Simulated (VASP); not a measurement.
Set up this calculation in VASP 6.6.1, as the native input.

```
Task                   : single point
Functional             : PBE
Potentials or basis    : VASP PAW PBE potentials, release 64 (Pt, Se)
Cutoff                 : 520 eV
k mesh                 : 12 × 12 × 6
Occupations            : gaussian, width 0.05 eV
Spin                   : no spin polarisation
Dipole correction      : no
Further INCAR settings : ALGO = Normal; EDIFF = 1e-07; NBANDS = 18
```

The structure of PtSe2 lies in POSCAR:

```
PtSe2
1.0
    3.6343449588      0.0000000000      0.0000000000
   -1.8171724794      3.1474350604      0.0000000000
    0.0000000000      0.0000000000      6.9550563800
Pt Se
1 2
Direct
    0.0000000000      0.0000000000      0.0000000000
    0.3333333333      0.6666666667      0.2001869949
    0.6666666667      0.3333333333      0.7998130051
```

This cell differs from its parent crystal: ratio of the length along z to the lengths across it x 1.1, volume and fractional coordinates fixed.

The input as run:

INCAR

```
PREC = Accurate ; ENCUT = 520
EDIFF = 1E-7 ; ISMEAR = 0
SIGMA = 0.05 ; LREAL = False
LASPH = True ; NELM = 80
ALGO = Normal ; ISIF = 2
LWAVE = False ; LCHARG = True
GGA = PE ; LELF = True
LVHAR = True ; NBANDS = 18
```

KPOINTS

```
Automatic mesh
0
Gamma
  12 12 6
```

Potentials or basis: VASP PAW PBE potentials, release 64 (Pt, Se).

Command:

```sh
$ cat potpaw_PBE.64/Pt/POTCAR potpaw_PBE.64/Se/POTCAR > POTCAR
$ mpirun -np 1 vasp_std > vasp.out
```

It gave:

```json
{
  "Pressure": "1.8 GPa",
  "Largest force": "0.221 eV/Å",
  "Band gap on the k mesh": "0.95 eV, indirect (least direct gap 1.28 eV)"
}
```

Caveat: spin-orbit coupling is left out, which moves the levels of the heavy elements; this functional lacks dispersion, which binds the layers, so the pressure and a relaxed spacing across them are unreliable.

Run time: 3.3 min on 1 thread of Intel(R) Xeon(R) Platinum 8259CL CPU @ 2.50GHz (Skylake/Cascade Lake) (shared host), peak memory 0.29 GiB.
